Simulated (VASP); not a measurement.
Input of a VASP 6.6.1 run:

File INCAR:

```
ALGO     = Normal         # electronic algorithm
EDIFF    = 1E-7           # SCF threshold, eV
ENCUT    = 520            # plane-wave cutoff, eV
GGA      = PE             # functional
ISIF     = 2              # what is computed and relaxed
ISMEAR   = 0              # smearing method
LASPH    = T              # aspherical terms in the spheres
LCHARG   = F              # write CHGCAR
LREAL    = F              # projectors in reciprocal space
LWAVE    = F              # write WAVECAR
NBANDS   = 21             # bands
NELM     = 100            # most SCF steps
PREC     = Accurate       # precision mode
SIGMA    = 0.1            # smearing width, eV
```

Contents of KPOINTS:

```
k-points
0
Gamma
  6 6 6
```

Contents of POSCAR:

```
Al3Sb2P
1.0
    2.4828844600      1.4334940100      6.3550328600
   -2.4828844600      1.4334940100      6.3550328600
    0.0000000000     -2.8669880300      6.3550328600
Al Sb P
3 2 1
Direct
    0.8181477200      0.8181477200      0.8181477200
    0.1818522800      0.1818522800      0.1818522800
    0.5000000000      0.5000000000      0.5000000000
    0.3219092500      0.3219092500      0.3219092500
    0.6780907500      0.6780907500      0.6780907500
    0.0000000000      0.0000000000      0.0000000000
```

Potentials or basis: VASP PAW PBE potentials, release 64 (Al, Sb, P).

Launch:

```bash
$ cat potpaw_PBE.64/Al/POTCAR potpaw_PBE.64/Sb/POTCAR potpaw_PBE.64/P/POTCAR > POTCAR
$ mpirun -np 1 vasp_std > vasp.out
```

Task: What does it give for the band gap on the k mesh?

Result: Zero (band 12 reaches 7.44 eV, above the bottom of band 13 at 6.01 eV).

Task: Estimate the largest force.

Result: 1.032 eV/Å.

Task: What does it give for the pressure?

Result: 0.9 GPa.

Forces in eV/Å, atoms in the order of the input:
```
Al   0.000  0.000  1.032
Al   0.000  0.000 -1.032
Al   0.000  0.000  0.000
Sb   0.000  0.000  0.121
Sb   0.000  0.000 -0.121
P    0.000  0.000  0.000
```

Caveat: spin-orbit coupling is left out, which moves the levels of the heavy elements; forces of over 1 eV/Å act on the atoms, so gaps and moduli don't describe the material at rest.
